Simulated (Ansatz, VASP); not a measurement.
## One calculation of BaTiO3, two programs

INCAR

```
  PREC = Accurate
  ENCUT = 520
  EDIFF = 1E-7
  ISMEAR = 0
  SIGMA = 0.02
  LREAL = F
  LASPH = T
  NELM = 60
  ALGO = Normal
  ISIF = 2
  LWAVE = F
  LCHARG = F
  GGA = PE
  NBANDS = 28
```

The input KPOINTS:

```
Automatic mesh
0
Gamma
  8 8 8
```

The input POSCAR:

```
BaTiO3
1.0
    3.9877958523      0.0000000000      0.0000000000
    0.0000000000      3.9877958523      0.0000000000
    0.0000000000      0.0000000000      3.9877958523
Ba Ti O
1 1 3
Direct
    0.5000000000      0.5000000000      0.5000000000
    0.0000000000      0.0000000000      0.0000000000
    0.5000000000      0.0000000000      0.0000000000
    0.0000000000      0.5000000000      0.0000000000
    0.0000000000      0.0000000000      0.5000000000
```

Input for Ansatz:

```yaml
crystal:
  lattice:
    - [3.9877958523, 0.0, 0.0]
    - [0.0, 3.9877958523, 0.0]
    - [0.0, 0.0, 3.9877958523]
  atoms:
    - { symbol: Ba, position: [0.5, 0.5, 0.5] }
    - { symbol: Ti, position: [0.0, 0.0, 0.0] }
    - { symbol: O, position: [0.5, 0.0, 0.0] }
    - { symbol: O, position: [0.0, 0.5, 0.0] }
    - { symbol: O, position: [0.0, 0.0, 0.5] }
basis:
  ecutwfc: 420
kpoints:
  mp_grid: { grid: [8, 8, 8] }
  band_path: { path: [VBM, CBM], npoints: 2 }
hamiltonian:
  xc: pbe
scf:
  occupations: { method: gaussian, width: 0.02 }
output:
  forces: true
  stress: true
  eigenvalues: true
checkpoint:
  read: start.run
  write: ck
  compress: false
  write_wavefunctions: false
  write_every: 100000
```

Alike in both runs: task single point; functional PBE; k mesh 8 × 8 × 8; occupations gaussian, width 0.02 eV; no spin polarisation.

|  | VASP | Ansatz |
| --- | --- | --- |
| version | VASP 6.6.1 | Ansatz 0.2.0 |
| potentials or method | VASP PAW PBE potentials, release 64 (Ba_sv, Ti_sv, O), cutoff 520 eV | scalar-relativistic, plane waves, PAW |
| valence electrons in the cell | 40 | 40 |

```csv
,VASP,Ansatz,Ansatz less VASP
gap on the k mesh at the Fermi level (eV),1.77,1.83,+0.067
least direct gap on the mesh (eV),1.90,1.93,+0.027
pressure (GPa),5.9,4.1,-1.86
```

With one functional, cell and mesh, what is left measures potentials, basis and numerics.

Neither program's run includes spin-orbit coupling.
